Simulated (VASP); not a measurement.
Here is a VASP 6.6.1 calculation.

The input INCAR:

```
PREC = Accurate ; ENCUT = 520
EDIFF = 1E-6 ; ISMEAR = -1
SIGMA = 0.02 ; LREAL = Auto
LASPH = True ; NELM = 60
ALGO = Normal ; ISIF = 2
LWAVE = False ; LCHARG = False
GGA = PE ; NBANDS = 51
```

File KPOINTS:

```
Automatic mesh
0
Gamma
  2 2 1
```

File POSCAR:

```
C
1.0
    7.3980000363      0.0000000000      0.0000000000
   -3.6990000181      6.4068559686      0.0000000000
    0.0000000000      0.0000000000     13.0000000000
C
18
Direct
    0.0000000000      0.0000000000      0.0769231000
    0.2222222222      0.1111111111      0.0769231000
    0.0000000000      0.3333333333      0.0769231000
    0.2222222222      0.4444444444      0.0769231000
    0.0000000000      0.6666666667      0.0769231000
    0.2222222222      0.7777777778      0.0769231000
    0.3333333333      0.0000000000      0.0769231000
    0.5555555556      0.1111111111      0.0769231000
    0.3333333333      0.3333333333      0.0769231000
    0.5555555556      0.4444444444      0.0769231000
    0.3333333333      0.6666666667      0.0769231000
    0.5555555556      0.7777777778      0.0769231000
    0.6666666667      0.0000000000      0.0769231000
    0.8888888889      0.1111111111      0.0769231000
    0.6666666667      0.3333333333      0.0769231000
    0.8888888889      0.4444444444      0.0769231000
    0.6666666667      0.6666666667      0.0769231000
    0.8888888889      0.7777777778      0.0769231000
```

Potentials or basis: VASP PAW PBE potentials, release 64 (C).

Run with:

```sh
$ cat potpaw_PBE.64/C/POTCAR > POTCAR
$ mpirun -np 1 vasp_std > vasp.out
```

Task: Predict the band gap on the k mesh.

Result: Zero (filled and empty bands touch).

Caveat: the k points lie up to 0.49 Å⁻¹ apart.
